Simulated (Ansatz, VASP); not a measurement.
## Ge: VASP beside Ansatz

File INCAR:

```
SYSTEM = Ge
PREC = Accurate
ENCUT = 520
EDIFF = 1E-6
ISMEAR = 0
SIGMA = 0.15
LREAL = .FALSE.
LASPH = .TRUE.
NELM = 80
ALGO = Normal
ISIF = 2
LWAVE = .FALSE.
LCHARG = .TRUE.
GGA = PE
LELF = .TRUE.
LVHAR = .TRUE.
NBANDS = 13
```

Contents of KPOINTS:

```
Automatic mesh
0
G
  20 20 18
  0 0 0
```

Contents of POSCAR:

```
Ge
1.0
    1.3971490000     -2.6005160000      0.0000000000
    1.3971490000      2.6005160000      0.0000000000
    0.0000000000      0.0000000000      2.7656867750
Ge
1
Direct
    0.5000000000      0.5000000000      0.0000000000
```

Input for Ansatz:

```yaml
crystal:
  lattice:
    - [1.397149, -2.600516, 0.0]
    - [1.397149, 2.600516, 0.0]
    - [0.0, 0.0, 2.765686775]
  atoms:
    - { symbol: Ge, position: [0.5, 0.5, 0.0] }
basis:
  ecutwfc: 420
kpoints:
  mp_grid: { grid: [20, 20, 18] }
hamiltonian:
  xc: pbe
scf:
  occupations: { method: gaussian, width: 0.15 }
output:
  forces: true
  stress: true
  eigenvalues: true
```

Change from the starting cell: strain +0.000 along x and y, +0.025 along z, atoms carried along.

Alike in both runs: task single point; functional PBE; k mesh 20 × 20 × 18; occupations gaussian, width 0.15 eV; no spin polarisation.

|  | VASP | Ansatz |
| --- | --- | --- |
| version | VASP 6.6.1 | Ansatz 0.2.0 |
| potentials or method | VASP PAW PBE potentials, release 64 (Ge_d), cutoff 520 eV | scalar-relativistic, plane waves, PAW |
| valence electrons in the cell | 14 | 14 |

```tsv
	VASP	Ansatz	Ansatz less VASP
gap on the k mesh at the Fermi level (eV)	none	none	-
pressure (GPa)	-2.2	-2.0	+0.14
traceless stress, the component that is largest in VASP (GPa)	-2.64	-2.61	+0.022
```

A gap of «none» marks a metal or a gap that the smearing closes. With one functional, cell and mesh, what is left measures potentials, basis and numerics.
